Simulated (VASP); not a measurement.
## TaN: single point with PBEsol

TaN:

```
Ta N
1.0
     0.00000    2.20767    2.20767
     2.20767    0.00000    2.20767
     2.20767    2.20767    0.00000
Ta N
1 1
Direct
  0.50000 0.50000 0.50000
  0.00000 0.00000 0.00000
```

This cell differs from its parent crystal: volume scaled by 1.04.

```json
{
 "Program": "VASP 6.6.1",
 "Task": "single point",
 "Functional": "PBEsol",
 "Potentials or basis": "VASP PAW PBE potentials, release 64 (Ta_pv, N)",
 "Cutoff": "520 eV",
 "k mesh": "9 × 9 × 9",
 "Occupations": "fermi-dirac, width 0.02 eV",
 "Spin": "no spin polarisation"
}
```

* Pressure: -8.4 GPa
* Band gap on the k mesh: zero (band 8 reaches 10.77 eV, above the bottom of band 9 at 7.14 eV)

Levels at points of the mesh, in eV from the Fermi level:
| k point | band 5 | band 6 | band 7 | band 8 | band 9 | band 10 | band 11 | band 12 |
| --- | --- | --- | --- | --- | --- | --- | --- | --- |
| (0.00, 0.00, 0.00) | -3.65 | -3.65 | -3.65 | -1.99 | -1.99 | -1.99 | 0.13 | 0.13 |

Wall time 5.8 s on 1 thread of Intel(R) Xeon(R) Platinum 8488C (Sapphire Rapids), on a shared host, peak memory 0.14 GiB.

Caveat: the PAW data sets were made with another functional, which shifts forces and pressure a little; spin-orbit coupling is left out, which moves the levels of the heavy elements.
